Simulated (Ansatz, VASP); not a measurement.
## CdS in VASP and in Ansatz

```xyz
2
Lattice="0.0000 2.9394 2.9394 2.9394 0.0000 2.9394 2.9394 2.9394 0.0000" Properties=species:S:1:pos:R:3 pbc="T T T"
Cd    0.0000    0.0000    0.0000
S     1.4697    1.4697    1.4697
```

Alike in both runs: functional r2SCAN; k mesh 6 × 6 × 6; no spin polarisation.

Ansatz relaxed the structure, and its values are those at the end. VASP's run is a single point on that final structure, the one shown.

```csv
,VASP,Ansatz
version,VASP 6.6.1,Ansatz 0.2.0
potentials or method,"VASP PAW PBE potentials, release 64 (Cd, S), cutoff 520 eV","plane waves, PAW"
occupations,"gaussian, width 0.01 eV",fixed
valence electrons in the cell,18,26
```

Ansatz gave:

| Property | Result |
| --- | --- |
| pressure (GPa) | 0.0 |

Task: Which values does VASP return?

Result: Pressure (GPa): 0.3.

VASP's potentials were made for PBE, not for r2SCAN. VASP's potentials hold 18 valence electrons a cell and Ansatz's 26, so a difference there can come from the potentials and not from the codes.
